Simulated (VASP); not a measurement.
# NiO (Fm-3m) in VASP: notebook

The runs below take NiO through single point, relaxation of cell and atoms, with r2SCAN.

Program: VASP 6.6.1. These are calculated values, not measurements. Logs are shortened: lines on timing, memory, paths and dates and some standing lists are left out, and cuts for length are marked.

## 1. The cell of the first run

Symmetry: Fm-3m, No. 225, cubic system. Conventional cell: a = 4.186 Å, b = 4.186 Å, c = 4.186 Å, α = 90.00°, β = 90.00°, γ = 90.00°. Within 2.8 Å of Ni (site symmetry m-3m) lie 6 O at 2.09 Å. O (site symmetry m-3m) has 6 Ni at 2.09 Å within 2.8 Å.

## 2. Single point, r2SCAN, collinear spin, ferromagnetic start

POSCAR

```
NiO
1.0
    0.0000000000      2.0931687937      2.0931687937
    2.0931687937      0.0000000000      2.0931687937
    2.0931687937      2.0931687937      0.0000000000
Ni O
1 1
Direct
    0.0000000000      0.0000000000      0.0000000000
    0.5000000000      0.5000000000      0.5000000000
```

INCAR.step1

```
PREC     = Accurate       # precision mode
ENCUT    = 520            # plane-wave cutoff, eV
ISMEAR   = 0              # smearing method
SIGMA    = 0.1            # smearing width, eV
LREAL    = F              # projectors in reciprocal space
LASPH    = T              # aspherical terms in the spheres
NELM     = 150            # most SCF steps
ISPIN    = 2              # spin polarisation
MAGMOM   = 2 0            # initial moments
LMAXMIX  = 4              # l up to which the mixer works
NBANDS   = 19             # bands
GGA      = PE             # functional
ALGO     = Normal         # electronic algorithm
EDIFF    = 1E-4           # SCF threshold, eV
LWAVE    = T              # write WAVECAR
LCHARG   = F              # write CHGCAR
```

INCAR.step2

```
PREC     = Accurate       # precision mode
ENCUT    = 520            # plane-wave cutoff, eV
EDIFF    = 1E-7           # SCF threshold, eV
ISMEAR   = 0              # smearing method
SIGMA    = 0.1            # smearing width, eV
LREAL    = F              # projectors in reciprocal space
LASPH    = T              # aspherical terms in the spheres
NELM     = 150            # most SCF steps
ALGO     = Normal         # electronic algorithm
ISIF     = 2              # what is computed and relaxed
LWAVE    = F              # write WAVECAR
LCHARG   = F              # write CHGCAR
ISPIN    = 2              # spin polarisation
MAGMOM   = 2 0            # initial moments
LORBIT   = 11             # projections on sites
LMAXMIX  = 4              # l up to which the mixer works
METAGGA  = R2SCAN         # meta-GGA
LMIXTAU  = T            
NBANDS   = 19             # bands
ISTART   = 1
```

KPOINTS

```
regular mesh
0
Gamma
  8 8 8
```

Potentials or basis: VASP PAW PBE potentials, release 64 (Ni, O).

On the command line:

```sh
cat potpaw_PBE.64/Ni/POTCAR potpaw_PBE.64/O/POTCAR > POTCAR
cp INCAR.step1 INCAR
mpirun -np 1 vasp_std > vasp.out
cp INCAR.step2 INCAR
mpirun -np 1 vasp_std > vasp.out
```

OUTCAR:

```text
PREC = Accurate
   ENCUT = 520
   EDIFF = 1E-7
   ISMEAR = 0
   LREAL = F
   LASPH = T
   NELM = 150
   ISIF = 2
   ISPIN = 2
   LORBIT = 11
   METAGGA = R2SCAN
   ISTART = 1

 ion  position               nearest neighbor table
   1  0.000  0.000  0.000-   2 2.09   2 2.09   2 2.09   2 2.09   2 2.09   2 2.09
   2  0.500  0.500  0.500-   1 2.09   1 2.09   1 2.09   1 2.09   1 2.09   1 2.09

  LATTYP: Found a face centered cubic cell.
 ALAT       =     4.1863375874

  Lattice vectors:

 A1 = (   0.0000000000,   2.0931687937,   2.0931687937)
 A2 = (   2.0931687937,   0.0000000000,   2.0931687937)
 A3 = (   2.0931687937,   2.0931687937,   0.0000000000)

Analysis of symmetry for initial positions (statically):
=====================================================================
 Subroutine PRICEL returns:
 Original cell was already a primitive cell.

 Routine SETGRP: Setting up the symmetry group for a
 face centered cubic supercell.

 Subroutine GETGRP returns: Found 48 space group operations
 (whereof 48 operations were pure point group operations)
 out of a pool of 48 trial point group operations.

The static configuration has the point symmetry O_h .

Analysis of symmetry for dynamics (positions and initial velocities):
=====================================================================
 Subroutine PRICEL returns:
 Original cell was already a primitive cell.

 Routine SETGRP: Setting up the symmetry group for a
 face centered cubic supercell.

 Subroutine GETGRP returns: Found 48 space group operations
 (whereof 48 operations were pure point group operations)
 out of a pool of 48 trial point group operations.

The dynamic configuration has the point symmetry O_h .

Analysis of structural, dynamic, and magnetic symmetry:
=====================================================================
 Subroutine PRICEL returns:
 Original cell was already a primitive cell.

 Routine SETGRP: Setting up the symmetry group for a
 face centered cubic supercell.

 Subroutine GETGRP returns: Found 48 space group operations
 (whereof 48 operations were pure point group operations)
 out of a pool of 48 trial point group operations.

The overall configuration has the point symmetry O_h .

[... 114 lines left out ...]
   EFERMI_NEDOS =   21; number of points for ismear=-14 and -15
   IALGO  =     38    algorithm
   IMIX   =      4    mixing-type and parameters
     AMIX     =   0.40;   BMIX     =  1.00
     AMIX_MAG =   1.60;   BMIX_MAG =  1.00
  volume/ion in A,a.u.               =       9.17        61.89
  Fermi-wavevector in a.u.,A,eV,Ry     =   1.564230  2.955966 33.290940  2.446815
  Thomas-Fermi vector in A             =   2.666884
   LORBIT       =     11    0 simple, 1 ext, 2 COOP (PROOUT), +10 PAW based schemes
   METAGGA = R2SCAN    functional components
   LHFCALC =     F    Hartree Fock is set to
   AEXX    =    0.0000 exact exchange contribution
   IVDW    =     0    specifies the selected vdW correction
   LEPSILON=     F    determine dielectric tensor
   LRPA    =     F    only Hartree local field effects (RPA)
 spin polarized calculation
 Gauss-broadening in eV      SIGMA  =   0.10
  energy-cutoff  :      520.00
  volume of cell :       18.34
 maximum number of plane-waves:       531
 NGX is ok and might be reduce to    24
   NGX = 11   NGY = 11   NGZ = 11

 number of electron      16.0000007 magnetization       1.9999968

 Free energy of the ion-electron system (eV)
  ---------------------------------------------------
  ext. energy  EPLUGINS =         0.00000000
  ---------------------------------------------------
  free energy    TOTEN  =       -20.11080769 eV

  energy without entropy =      -20.11080769  energy(sigma->0) =      -20.11080769

 E-fermi :   7.7873     XC(G=0): -13.3630

 val. band max:        7.4098755403   @ k =   0.5000   0.0000   0.0000
 cond. band min:       8.1451320992   @ k =   0.0000   0.0000   0.0000
 fundamental gap:      0.7352565589
 Fermi energy:         7.7873014866

 spin component 1

 k-point     1 :       0.0000    0.0000    0.0000
  band No.  band energies     occupation
      1     -13.6091      1.00000
      2       3.4384      1.00000
      3       3.4384      1.00000
      4       4.3297      1.00000
      5       4.3298      1.00000
      6       4.3299      1.00000
[... 517 lines left out ...]
     18      39.1399      0.00000
     19      39.8947      0.00000

 [... further k-points ...]

 spin component 2

 k-point     1 :       0.0000    0.0000    0.0000
  band No.  band energies     occupation
      1     -13.0772      1.00000
      2       5.2145      1.00000
      3       5.2148      1.00000
      4       5.2149      1.00000
      5       5.3341      1.00000
      6       5.3341      1.00000
[... 517 lines left out ...]
     18      39.9098      0.00000
     19      40.6937      0.00000

 [... further k-points ...]

------------------------ aborting loop because EDIFF is reached ----------------------------------------

  FORCE on cell =-STRESS in cart. coord.  units (eV):
  Direction    XX          YY          ZZ          XY          YZ          ZX
  --------------------------------------------------------------------------------------
  -------------------------------------------------------------------------------------
  Total        0.0482047      0.0482047      0.0482047     -0.0000000      0.0000000      0.0000000
  in kB        4.2107301      4.2107301      4.2107301     -0.0000000      0.0000000      0.0000000
  external PRESSURE =       4.2107301 kB  Pullay stress =       0.0000000 kB

 VOLUME and BASIS-vectors are now :
 -----------------------------------------------------------------------------
  energy-cutoff  :      520.00
  volume of cell :       18.34
      direct lattice vectors                 reciprocal lattice vectors
     0.000000000  2.093168794  2.093168794    -0.238872279  0.238872279  0.238872279
     2.093168794  0.000000000  2.093168794     0.238872279 -0.238872279  0.238872279
     2.093168794  2.093168794  0.000000000     0.238872279  0.238872279 -0.238872279

 POSITION                                       TOTAL-FORCE (eV/Angst)
 -----------------------------------------------------------------------------------
      0.00000      0.00000      0.00000        -0.000000     -0.000000     -0.000000
      2.09317      2.09317      2.09317         0.000000      0.000000      0.000000
 -----------------------------------------------------------------------------------
    total drift:                                0.000000     -0.000000     -0.000000

  FREE ENERGIE OF THE ION-ELECTRON SYSTEM (eV)
  ---------------------------------------------------
  free  energy   TOTEN  =       -20.1108076861 eV

  energy  without entropy=      -20.1108076855  energy(sigma->0) =      -20.11080769

 total charge

# of ion       s       p       d       tot
------------------------------------------
    1        0.334   0.414   8.168   8.916
    2        1.555   3.492   0.000   5.046
--------------------------------------------------
tot          1.889   3.905   8.168  13.962

 magnetization (x)

# of ion       s       p       d       tot
------------------------------------------
    1        0.011   0.012   1.671   1.693
    2        0.028   0.248   0.000   0.276
--------------------------------------------------
tot          0.039   0.259   1.671   1.969
```

OUTCAR.step1:

```text
PREC = Accurate
   ENCUT = 520
   ISMEAR = 0
   LREAL = F
   LASPH = T
[... 1298 lines left out ...]
 -----------------------------------------------------------------------------------
      0.00000      0.00000      0.00000        -0.000000      0.000000     -0.000000
      2.09317      2.09317      2.09317         0.000000     -0.000000      0.000000
 -----------------------------------------------------------------------------------
    total drift:                                0.000000     -0.000000     -0.000000

  FREE ENERGIE OF THE ION-ELECTRON SYSTEM (eV)
  ---------------------------------------------------
  free  energy   TOTEN  =       -11.4772973606 eV

  energy  without entropy=      -11.4730154491  energy(sigma->0) =      -11.47515640
```

OSZICAR.step1:

```text
N       E                     dE             d eps       ncg     rms          rms(c)
DAV:   1     0.852570547291E+02    0.85257E+02   -0.74094E+03  2340   0.108E+03
DAV:   2    -0.846981946762E+01   -0.93727E+02   -0.81750E+02  2271   0.237E+02
DAV:   3    -0.137902864046E+02   -0.53205E+01   -0.51185E+01  2537   0.572E+01
DAV:   4    -0.138397318601E+02   -0.49445E-01   -0.49400E-01  2430   0.531E+00
DAV:   5    -0.138404524009E+02   -0.72054E-03   -0.72049E-03  2536   0.642E-01    0.150E+01
DAV:   6    -0.127789063837E+02    0.10615E+01   -0.13862E+01  2824   0.617E+01    0.194E+01
DAV:   7    -0.114991720252E+02    0.12797E+01   -0.47868E+00  2831   0.492E+01    0.605E+00
DAV:   8    -0.114629813438E+02    0.36191E-01   -0.22609E-01  2788   0.693E+00    0.382E+00
DAV:   9    -0.114718980702E+02   -0.89167E-02   -0.25609E-02  3059   0.251E+00    0.150E+00
DAV:  10    -0.114775661131E+02   -0.56680E-02   -0.79826E-03  2979   0.155E+00    0.447E-01
DAV:  11    -0.114772259893E+02    0.34012E-03   -0.27070E-03  3315   0.854E-01    0.161E-01
DAV:  12    -0.114772973606E+02   -0.71371E-04   -0.35900E-04  2410   0.309E-01
   1 F= -.11477297E+02 E0= -.11475156E+02  d E =-.428191E-02  mag=     1.8056
```

Wall time 69 s (1 thread of Intel Xeon 8259CL, shared host); peak memory 0.16 GiB.

Results:

| Quantity | Value |
| --- | --- |
| Free energy | -20.1108 eV |
| Pressure | 0.4 GPa |
| Band gap on the k mesh | 0.74 eV (least direct gap 1.75 eV) |
| Net moment | 2.00 μB per cell |
| Site moments | Ni +1.69; O +0.28 μB |
| Valence electrons inside the program's atomic spheres | Ni 8.92; O 5.05 |

Caveat: the PAW data sets were made with another functional, which shifts forces and pressure a little; a cell with one magnetic atom can't hold antiferromagnetic order, which such compounds often take.

## 3. Relaxation of cell and atoms, r2SCAN, collinear spin, ferromagnetic start

POSCAR is that of step 2.

INCAR.step1

```
  ALGO = Normal
  EDIFF = 1E-4
  ENCUT = 600
  GGA = PE
  ISMEAR = 0
  ISPIN = 2
  LASPH = T
  LCHARG = F
  LMAXMIX = 4
  LREAL = F
  LWAVE = T
  MAGMOM = 1.84 0.31
  NELM = 150
  PREC = Accurate
  SIGMA = 0.02
```

INCAR.step2

```
  ALGO = Normal
  EDIFF = 1E-6
  EDIFFG = -0.01
  ENCUT = 600
  IBRION = 2
  ISIF = 3
  ISMEAR = 0
  ISPIN = 2
  ISTART = 1
  LASPH = T
  LCHARG = F
  LMAXMIX = 4
  LMIXTAU = T
  LORBIT = 11
  LREAL = F
  LWAVE = F
  MAGMOM = 1.84 0.31
  METAGGA = R2SCAN
  NELM = 150
  NSW = 100
  PREC = Accurate
  SIGMA = 0.02
```

KPOINTS

```
k-points
0
Gamma
  12 12 12
```

Potentials or basis: VASP PAW PBE potentials, release 64 (Ni, O).

On the command line:

```sh
cat potpaw_PBE.64/Ni/POTCAR potpaw_PBE.64/O/POTCAR > POTCAR
cp INCAR.step1 INCAR
mpirun -np 1 vasp_std > vasp.out
cp INCAR.step2 INCAR
mpirun -np 1 vasp_std > vasp.out
```

It took 99 s on 1 thread of Intel Xeon 8259CL, shared host; peak memory 0.18 GiB.

The run converged. Its results:

```
Free energy                                           : -20.1149 eV
Pressure after relaxing                               : 0.1 GPa
Band gap on the k mesh                                : 0.74 eV (least direct gap 1.75 eV)
Net moment                                            : 2.00 μB per cell
Site moments                                          : Ni +1.69; O +0.28 μB
Valence electrons inside the program's atomic spheres : Ni 8.92; O 5.04
```

Final structure:
```yaml
crystal:
  lattice:
    - [0.00000, 2.09317, 2.09317]
    - [2.09317, 0.00000, 2.09317]
    - [2.09317, 2.09317, 0.00000]
  atoms:
    - { symbol: Ni, position: [0.00000, 0.00000, 0.00000] }
    - { symbol: O, position: [0.50000, 0.50000, 0.50000] }
```

Levels at points of the mesh, in eV from the valence-band top:
Spin up:
```tsv
k point	band 5	band 6	band 7	band 8	band 9	band 10	band 11	band 12	band 13
(0.00, 0.00, 0.00)	-3.08	-3.08	-2.76	-2.76	-2.76	2.16	18.81	19.63	19.63
(0.50, 0.00, 0.00)	-2.50	-2.50	-1.82	0.00	0.00	6.35	10.88	14.86	14.86
(0.50, 0.50, 0.00)	-3.84	-3.67	-3.12	-2.17	-2.17	6.78	11.61	12.75	17.70
```
Spin down:
```tsv
k point	band 3	band 4	band 5	band 6	band 7	band 8	band 9	band 10	band 11	band 12
(0.00, 0.00, 0.00)	-2.19	-2.19	-2.08	-2.08	-2.08	0.74	0.74	2.72	18.90	19.97
(0.50, 0.00, 0.00)	-4.37	-4.36	-1.25	-1.25	-0.88	3.49	3.49	6.65	11.70	15.27
(0.50, 0.50, 0.00)	-3.50	-3.50	-3.06	-1.20	-1.20	1.20	1.74	7.42	12.22	13.12
```

Caveat: the relaxation stopped at its first step, so nothing moved; the PAW data sets were made with another functional, which shifts forces and pressure a little; a cell with one magnetic atom can't hold antiferromagnetic order, which such compounds often take. A k mesh can miss the band edges.
